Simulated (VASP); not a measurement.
Wanted: the native input for a VASP 6.6.1 run.

* Task: single point
* Functional: PBE
* Potentials or basis: VASP PAW PBE potentials, release 64 (Be, Te)
* Cutoff: 520 eV
* k mesh: 8 × 8 × 8
* Occupations: fermi-dirac, width 0.02 eV
* Spin: no spin polarisation
* Dipole correction: no
* Further INCAR settings: ALGO = Normal; EDIFF = 1e-06; NBANDS = 11

The structure of BeTe lies in POSCAR:

```
BeTe
1.0
    0.0000000000      2.8003373911      2.8502011504
    2.8003373911      0.0000000000      2.8502011504
    2.8003373911      2.8003373911      0.0000000000
Be Te
1 1
Direct
    0.0000000000      0.0000000000      0.0000000000
    0.2500000000      0.2500000000      0.2500000000
```

This cell differs from its parent crystal: epitaxial xy strain -1.0%.

One way to write it, as run:

INCAR

```
PREC = Accurate
ENCUT = 520
EDIFF = 1E-6
ISMEAR = -1
SIGMA = 0.02
LREAL = False
LASPH = True
NELM = 100
ALGO = Normal
ISIF = 2
LWAVE = False
LCHARG = True
GGA = PE
LELF = True
LVHAR = True
NBANDS = 11
```

KPOINTS

```
regular mesh
0
Gamma
  8 8 8
```

Potentials or basis: VASP PAW PBE potentials, release 64 (Be, Te).

The run is started by

```console
$ cat potpaw_PBE.64/Be/POTCAR potpaw_PBE.64/Te/POTCAR > POTCAR
$ mpirun -np 1 vasp_std > vasp.out
```

It gave:

```json
{
  "Pressure": "1.1 GPa",
  "Band gap on the k mesh": "1.90 eV, indirect (least direct gap 3.57 eV)"
}
```

Caveat: the cell differs from its parent crystal (epitaxial xy strain -1.0%); spin-orbit coupling is left out, which moves the levels of the heavy elements.

Run time: 45 s on 1 thread of AMD EPYC 7R13, with other jobs on the host, peak memory 0.16 GiB.
